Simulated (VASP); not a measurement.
A run of VASP 6.6.1 is set up as follows.

INCAR

```
SYSTEM = GaP
PREC = Accurate
ENCUT = 520
EDIFF = 1E-6
ISMEAR = -1
SIGMA = 0.05
LREAL = .False.
LASPH = .True.
NELM = 60
ALGO = Normal
ISIF = 2
LWAVE = .False.
LCHARG = .False.
GGA = PS
NBANDS = 16
```

The input KPOINTS:

```
regular mesh
0
Gamma
  8 8 8
  0 0 0
```

File POSCAR:

```
GaP
1.0
    0.0000000000      2.7432985392      2.7432985392
    2.7432985392      0.0000000000      2.7432985392
    2.7432985392      2.7432985392      0.0000000000
Ga P
1 1
Direct
    0.0000000000      0.0000000000      0.0000000000
    0.7500000000      0.7500000000      0.7500000000
```

Potentials or basis: VASP PAW PBE potentials, release 64 (Ga_d, P).

The run is started by

```sh
$ cat potpaw_PBE.64/Ga_d/POTCAR potpaw_PBE.64/P/POTCAR > POTCAR
$ mpirun -np 1 vasp_std > vasp.out
```

Estimate the pressure.

-2.2 GPa.

What does it give for the band gap on the k mesh?

1.53 eV, indirect (least direct gap 1.59 eV).

Caveat: the PAW data sets were made with another functional, which shifts forces and pressure a little.

**The experiment to reproduce.**

From “Stacking defects in GaP nanowires: Electronic structure and optical properties”, 2018, arxiv:1810.01194, for a bulk crystal of GaP at 10 K: band gap 2.34 eV (indirect).

Against the measured gap of GaP, 2.34 eV (indirect; 10 K; quoted in “Stacking defects in GaP nanowires: Electronic structure and optical properties”, 2018, arxiv:1810.01194), the calculated 1.53 eV is off by -0.81 eV. Spin-orbit coupling on Ga is left out. The value is that of PBEsol on a finite k mesh, which can miss the band edges, without temperature or zero-point motion. Semilocal functionals fall short of measured gaps as a rule.
